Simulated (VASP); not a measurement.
# SnSe in VASP: single point with PBEsol

Aim: the single point of SnSe with PBEsol.

Program: VASP 6.6.1. These are calculated values, not measurements. Logs are shortened: lines on timing, memory, paths and dates and some standing lists are left out, and cuts for length are marked.

### Step 1. The cell of the first run

The cell holds a slab with vacuum, 4 atoms: a = 4.285 Å, b = 4.285 Å, c = 10.991 Å, α = 90.00°, β = 90.00°, γ = 90.00°.

### Step 2. Single point, PBEsol

Input file INCAR:

```
  PREC = Accurate
  ENCUT = 520
  EDIFF = 1E-7
  ISMEAR = 0
  SIGMA = 0.01
  LREAL = False
  LASPH = True
  NELM = 100
  ALGO = Normal
  ISIF = 2
  LWAVE = False
  LCHARG = False
  GGA = PS
  NBANDS = 28
```

Input file KPOINTS:

```
regular mesh
0
Gamma
  6 6 2
```

Input file POSCAR:

```
SnSe
1.0
    4.2853274200      0.0000000000      0.0000000000
    0.0000000000      4.2853274200      0.0000000000
    0.0000000000      0.0000000000     10.9906921300
Sn Se
2 2
Direct
    0.5000000000      0.0000000000      0.3722291100
    0.0000000000      0.5000000000      0.6277708900
    0.5000000000      0.0000000000      0.6160394896
    0.0000000000      0.5000000000      0.3839605104
```

Potentials or basis: VASP PAW PBE potentials, release 64 (Sn_d, Se).

Started as:

```console
$ cat potpaw_PBE.64/Sn_d/POTCAR potpaw_PBE.64/Se/POTCAR > POTCAR
$ mpirun -np 1 vasp_std > vasp.out
```

OUTCAR:

```text
PREC = Accurate
   ENCUT = 520
   EDIFF = 1E-7
   ISMEAR = 0
   LREAL = False
   LASPH = True
   NELM = 100
   ISIF = 2
   GGA = PS

 ion  position               nearest neighbor table
   1  0.500  0.000  0.372-   3 2.68   4 3.03   4 3.03   4 3.03   4 3.03
   2  0.000  0.500  0.628-   4 2.68   3 3.03   3 3.03   3 3.03   3 3.03
   3  0.500  0.000  0.616-   1 2.68   2 3.03   2 3.03   2 3.03   2 3.03
   4  0.000  0.500  0.384-   2 2.68   1 3.03   1 3.03   1 3.03   1 3.03

  LATTYP: Found a simple tetragonal cell.
 ALAT       =     4.2853274200
 C/A-ratio  =     2.5647263448

  Lattice vectors:

 A1 = (   4.2853274200,   0.0000000000,   0.0000000000)
 A2 = (   0.0000000000,   4.2853274200,   0.0000000000)
 A3 = (   0.0000000000,   0.0000000000,  10.9906921300)

Analysis of symmetry for initial positions (statically):
=====================================================================
 Subroutine PRICEL returns:
 Original cell was already a primitive cell.

 Routine SETGRP: Setting up the symmetry group for a
 simple tetragonal supercell.

 Subroutine GETGRP returns: Found 16 space group operations
 (whereof  8 operations were pure point group operations)
 out of a pool of 16 trial point group operations.

The static configuration has the point symmetry D_2d.
 The point group associated with its full space group is D_4h.

Analysis of symmetry for dynamics (positions and initial velocities):
=====================================================================
 Subroutine PRICEL returns:
 Original cell was already a primitive cell.

 Routine SETGRP: Setting up the symmetry group for a
 simple tetragonal supercell.

 Subroutine GETGRP returns: Found 16 space group operations
 (whereof  8 operations were pure point group operations)
 out of a pool of 16 trial point group operations.

The dynamic configuration has the point symmetry D_2d.
 The point group associated with its full space group is D_4h.

 Subroutine INISYM returns: Found 16 space group operations
 (whereof  8 operations are pure point group operations),
 and found     1 'primitive' translations

----------------------------------------------------------------------------------------

                                     Primitive cell

  volume of cell :     201.8334

  direct lattice vectors                    reciprocal lattice vectors
     4.285327420  0.000000000  0.000000000     0.233354398  0.000000000  0.000000000
     0.000000000  4.285327420  0.000000000     0.000000000  0.233354398  0.000000000
     0.000000000  0.000000000 10.990692130     0.000000000  0.000000000  0.090986081

  length of vectors
     4.285327420  4.285327420 10.990692130     0.233354398  0.233354398  0.090986081

  position of ions in fractional coordinates (direct lattice)
     0.500000000  0.000000000  0.372229110
     0.000000000  0.500000000  0.627770890
     0.500000000  0.000000000  0.616039490
     0.000000000  0.500000000  0.383960510

  ion indices of the primitive-cell ions
   primitive index   ion index
                 1           1
                 2           2
                 3           3
                 4           4

----------------------------------------------------------------------------------------

 KPOINTS: regular mesh

Automatic generation of k-mesh.
 Grid dimensions read from file:
 generate k-points for:    6    6    2

 Generating k-lattice:

  Cartesian coordinates                     Fractional coordinates (reciprocal lattice)
     0.038892400  0.000000000  0.000000000     0.166666667  0.000000000  0.000000000
     0.000000000  0.038892400  0.000000000     0.000000000  0.166666667  0.000000000
     0.000000000  0.000000000  0.045493040     0.000000000  0.000000000  0.500000000

  Length of vectors
     0.038892400  0.038892400  0.045493040

  Shift w.r.t. Gamma in fractional coordinates (k-lattice)
     0.000000000  0.000000000  0.000000000

 Subroutine IBZKPT returns following result:
 ===========================================

 Found     20 irreducible k-points:

 Following reciprocal coordinates:
            Coordinates               Weight
  0.000000  0.000000  0.000000      1.000000
  0.166667  0.000000  0.000000      4.000000
  0.333333  0.000000  0.000000      4.000000
  0.500000  0.000000  0.000000      2.000000
  0.166667  0.166667  0.000000      4.000000
  0.333333  0.166667  0.000000      8.000000
[... 12 lines left out ...]
  0.500000  0.333333  0.500000      4.000000
  0.500000  0.500000  0.500000      1.000000
   k-points           NKPTS =     20   k-points in BZ     NKDIM =     20   number of bands    NBANDS=     28
   number of dos      NEDOS =    301   number of ions     NIONS =      4
   total plane-waves  NPLWV =  86016
   dimension x,y,z NGX =    32 NGY =   32 NGZ =   84
   dimension x,y,z NGXF=    64 NGYF=   64 NGZF=  168
   ions per type =               2   2
   NGX,Y,Z   is equivalent  to a cutoff of  12.41, 12.41, 12.71 a.u.
   NGXF,Y,Z  is equivalent  to a cutoff of  24.83, 24.83, 25.41 a.u.
 SYSTEM =  unknown system
   PREC   = accura    normal or accurate (medium, high low for compatibility)
   ISTART =      0    job   : 0-new  1-cont  2-samecut
   ICHARG =      2    charge: 1-file 2-atom 10-const
   ISPIN  =      1    spin polarized calculation?
   LNONCOLLINEAR =      F non collinear calculations
   LSORBIT =      F    spin-orbit coupling
   LASPH  =      T    aspherical Exc in radial PAW
   ENCUT  =  520.0 eV  38.22 Ry    6.18 a.u.   7.97  7.97 20.44*2*pi/ulx,y,z
   NELM   =    100;   NELMIN=  2; NELMDL= -5     # of ELM steps
   EDIFF  = 0.1E-06   stopping-criterion for ELM
   LREAL  =      F    real-space projection
   EDIFFG = 0.1E-05   stopping-criterion for IOM
   NSW    =      0    number of steps for IOM
   IBRION =     -1    ionic relax: 0-MD 1-quasi-New 2-CG
   NFREE  =      0    steps in history (QN), initial steepest desc. (CG)
   ISIF   =      2    stress and relaxation
   ISYM   =      2    0-nonsym 1-usesym 2-fastsym
   POTIM  = 0.5000    time-step for ionic-motion
   TEBEG  =    0.0;   TEEND  =   0.0 temperature during run
   PSTRESS=    0.0 pullay stress
   NELECT =      40.0000    total number of electrons
   NUPDOWN=      -1.0000    fix difference up-down
   EMIN   =  10.00;   EMAX   =-10.00  energy-range for DOS
   EFERMI =   0.00;   METHOD = LEGACY
   ISMEAR =     0;   SIGMA  =   0.01  broadening in eV -4-tet -1-fermi 0-gaus
   EFERMI_NEDOS =   21; number of points for ismear=-14 and -15
   IALGO  =     38    algorithm
   IMIX   =      4    mixing-type and parameters
     AMIX     =   0.40;   BMIX     =  1.00
     AMIX_MAG =   1.60;   BMIX_MAG =  1.00
  volume/ion in A,a.u.               =      50.46       340.51
  Fermi-wavevector in a.u.,A,eV,Ry     =   0.954473  1.803693 12.395171  0.911019
  Thomas-Fermi vector in A             =   2.083223
   LORBIT       =      0    0 simple, 1 ext, 2 COOP (PROOUT), +10 PAW based schemes
   GGA     = PS    functional components
   LHFCALC =     F    Hartree Fock is set to
   AEXX    =    0.0000 exact exchange contribution
   IVDW    =     0    specifies the selected vdW correction
   LEPSILON=     F    determine dielectric tensor
   LRPA    =     F    only Hartree local field effects (RPA)
 non-spin polarized calculation
 Gauss-broadening in eV      SIGMA  =   0.01
  energy-cutoff  :      520.00
  volume of cell :      201.83
 maximum number of plane-waves:      5480
 NGX is ok and might be reduce to    32
   NGX = 15   NGY = 15   NGZ = 41

 number of electron      40.0000020 magnetization

 Free energy of the ion-electron system (eV)
  ---------------------------------------------------
  ext. energy  EPLUGINS =         0.00000000
  ---------------------------------------------------
  free energy    TOTEN  =       -17.57109877 eV

  energy without entropy =      -17.57109877  energy(sigma->0) =      -17.57109877

 E-fermi :   0.5802     XC(G=0):  -6.0847

 val. band max:        0.5079581615   @ k =   0.3333   0.0000   0.5000
 cond. band min:       1.9725024874   @ k =   0.3333   0.0000   0.5000
 fundamental gap:      1.4645443259
 Fermi energy:         0.5801955277

 k-point     1 :       0.0000    0.0000    0.0000
  band No.  band energies     occupation
      1     -20.4484      2.00000
      2     -20.4428      2.00000
      3     -20.4404      2.00000
      4     -20.4354      2.00000
      5     -20.4334      2.00000
      6     -20.4068      2.00000
[... 20 lines left out ...]
     27       6.2434      0.00000
     28       6.2697      0.00000

 k-point     2 :       0.1667    0.0000    0.0000
  band No.  band energies     occupation
      1     -20.4459      2.00000
      2     -20.4419      2.00000
      3     -20.4409      2.00000
      4     -20.4360      2.00000
      5     -20.4318      2.00000
      6     -20.4071      2.00000
[... 20 lines left out ...]
     27       5.8124      0.00000
     28       5.8935      0.00000

 k-point     3 :       0.3333    0.0000    0.0000
  band No.  band energies     occupation
      1     -20.4447      2.00000
      2     -20.4414      2.00000
      3     -20.4411      2.00000
      4     -20.4379      2.00000
      5     -20.4227      2.00000
      6     -20.4089      2.00000
[... 20 lines left out ...]
     27       5.5101      0.00000
     28       7.0471      0.00000

 k-point     4 :       0.5000    0.0000    0.0000
  band No.  band energies     occupation
      1     -20.4450      2.00000
      2     -20.4450      2.00000
      3     -20.4378      2.00000
      4     -20.4378      2.00000
      5     -20.4139      2.00000
      6     -20.4139      2.00000
[... 454 lines left out ...]
     27       6.4514      0.00000
     28       6.6648      0.00000

 k-point    19 :       0.5000    0.3333    0.5000
  band No.  band energies     occupation
      1     -20.4581      2.00000
      2     -20.4581      2.00000
      3     -20.4287      2.00000
      4     -20.4287      2.00000
      5     -20.4088      2.00000
      6     -20.4088      2.00000
[... 20 lines left out ...]
     27       6.2276      0.00000
     28       6.2276      0.00000

 k-point    20 :       0.5000    0.5000    0.5000
  band No.  band energies     occupation
      1     -20.4620      2.00000
      2     -20.4620      2.00000
      3     -20.4261      2.00000
      4     -20.4261      2.00000
      5     -20.4081      2.00000
      6     -20.4081      2.00000
[... 20 lines left out ...]
     27       7.0128      0.00000
     28       7.0128      0.00000

------------------------ aborting loop because EDIFF is reached ----------------------------------------

  FORCE on cell =-STRESS in cart. coord.  units (eV):
  Direction    XX          YY          ZZ          XY          YZ          ZX
  --------------------------------------------------------------------------------------
  -------------------------------------------------------------------------------------
  Total       -1.2236364     -1.2236364     -0.0610833      0.0000000      0.0000000     -0.0000000
  in kB       -9.7133698     -9.7133698     -0.4848863      0.0000000      0.0000000     -0.0000000
  external PRESSURE =      -6.6372086 kB  Pullay stress =       0.0000000 kB

 VOLUME and BASIS-vectors are now :
 -----------------------------------------------------------------------------
  energy-cutoff  :      520.00
  volume of cell :      201.83
      direct lattice vectors                 reciprocal lattice vectors
     4.285327420  0.000000000  0.000000000     0.233354398  0.000000000  0.000000000
     0.000000000  4.285327420  0.000000000     0.000000000  0.233354398  0.000000000
     0.000000000  0.000000000 10.990692130     0.000000000  0.000000000  0.090986081

 POSITION                                       TOTAL-FORCE (eV/Angst)
 -----------------------------------------------------------------------------------
      2.14266      0.00000      4.09106         0.000000      0.000000      0.094086
      0.00000      2.14266      6.89964        -0.000000      0.000000     -0.094086
      2.14266      0.00000      6.77070        -0.000000      0.000000      0.091749
      0.00000      2.14266      4.21999        -0.000000      0.000000     -0.091749
 -----------------------------------------------------------------------------------
    total drift:                                0.000000      0.000000      0.000000

  FREE ENERGIE OF THE ION-ELECTRON SYSTEM (eV)
  ---------------------------------------------------
  free  energy   TOTEN  =       -17.5710987662 eV

  energy  without entropy=      -17.5710987662  energy(sigma->0) =      -17.57109877
```

It took 3.9 min on 1 thread of Intel Xeon 8259CL, shared host; peak memory 0.33 GiB.

What came out:

* Free energy: -17.5711 eV
* Largest force: 0.094 eV/Å
* Band gap on the k mesh: 1.46 eV

Forces in eV/Å, atoms in the order of the input:
```
Sn   0.000  0.000  0.094
Sn   0.000  0.000 -0.094
Se   0.000  0.000  0.092
Se   0.000  0.000 -0.092
```

Levels at points of the mesh, in eV from the valence-band top:
```csv
k point,band 16,band 17,band 18,band 19,band 20,band 21,band 22,band 23,band 24,band 25
"(0.00, 0.00, 0.00)",-2.97,-2.97,-1.63,-1.63,-0.21,1.70,3.76,3.80,4.45,4.45
"(0.50, 0.00, 0.00)",-2.22,-1.45,-1.45,-0.19,-0.19,1.56,1.56,2.12,2.12,3.21
"(0.50, 0.50, 0.00)",-4.73,-3.15,-3.15,-1.62,-1.62,3.74,3.74,4.73,4.73,5.01
"(0.00, 0.00, 0.50)",-2.97,-2.97,-1.63,-1.63,-0.21,1.55,3.76,4.45,4.45,4.77
"(0.50, 0.00, 0.50)",-2.22,-1.45,-1.45,-0.20,-0.20,1.56,1.56,2.12,2.12,3.13
"(0.50, 0.50, 0.50)",-4.73,-3.15,-3.15,-1.61,-1.61,3.71,3.71,4.79,4.79,4.98
```

Caveat: there is no dipole correction, which matters where the two faces differ; the PAW data sets were made with another functional, which shifts forces and pressure a little; spin-orbit coupling is left out, which moves the levels of the heavy elements.
